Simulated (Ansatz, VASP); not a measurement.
**BiB2P: VASP beside Ansatz**

INCAR

```
SYSTEM = BiB2P
PREC = Accurate ; ENCUT = 520
EDIFF = 1E-7 ; ISMEAR = -1
SIGMA = 0.02 ; LREAL = .False.
LASPH = .True. ; NELM = 150
ALGO = Normal ; ISIF = 2
LWAVE = .False. ; LCHARG = .False.
LNONCOLLINEAR = .True. ; MAGMOM = 0 0 0 0 0 0 0 0 0 0 0 0
LORBIT = 11 ; LSORBIT = .True.
GGA_COMPAT = .False. ; LORBMOM = .True.
GGA = PE ; NBANDS = 40
```

Contents of KPOINTS:

```
regular mesh
0
Gamma
  8 8 6
  0 0 0
```

Contents of POSCAR:

```
BiB2P
1.0
    3.5008510564      0.0000000000      0.0000000000
    0.0000000000      3.5008510564      0.0000000000
    0.0000000000      0.0000000000      5.0849639716
P B Bi
1 2 1
Direct
    0.0000000000      0.0000000000      0.0000000000
    0.0000000000      0.5000000000      0.7953522904
    0.5000000000      0.0000000000      0.2046477096
    0.5000000000      0.5000000000      0.5000000000
```

Input for Ansatz:

```yaml
crystal:
  lattice:
    - [3.5008510564, 0.0, 0.0]
    - [0.0, 3.5008510564, 0.0]
    - [0.0, 0.0, 5.0849639716]
  atoms:
    - { symbol: P, position: [0.0, 0.0, 0.0] }
    - { symbol: B, position: [0.0, 0.5, 0.7953522904] }
    - { symbol: Bi, position: [0.5, 0.5, 0.5] }
    - { symbol: B, position: [0.5, 0.0, 0.2046477096] }
kpoints:
  mp_grid: { grid: [8, 8, 6] }
  band_path:
    path:
      - [0.0, 0.0, 0.0]
      - [0.0, 0.5, 0.0]
      - [0.5, 0.5, 0.0]
      - [0.0, 0.0, 0.5]
      - [0.0, 0.5, 0.5]
      - [0.5, 0.5, 0.5]
    npoints: 1
hamiltonian:
  xc: pbe
scf:
  occupations: { method: fermi_dirac, width: 0.02 }
  n_extra_bands: 10
magnetization:
  noncollinear: true
  spin_orbit: true
output:
  forces: true
  stress: true
  eigenvalues: true
```

Alike in both runs: task single point; functional PBE; k mesh 8 × 8 × 6; occupations fermi-dirac, width 0.02 eV; non-collinear spin, spin-orbit coupling.

|  | VASP | Ansatz |
| --- | --- | --- |
| version | VASP 6.6.1 | Ansatz 0.2.0 |
| potentials or method | VASP PAW PBE potentials, release 64 (P, B, Bi_d) | plane waves, PAW |
| plane-wave cutoff (eV) | 520 | 420 |
| valence electrons in the cell | 26 | 26 |

VASP gave:

| Item | Value |
| --- | --- |
| pressure (GPa) | 1.2 |
| rms of the force components (eV/Å) | 0.045 |

What did Ansatz give for the same quantities?

Pressure (GPa): 1.1; rms of the force components (eV/Å): 0.037.

The functional is the same, so the differences come from potentials, cutoffs and numerics.
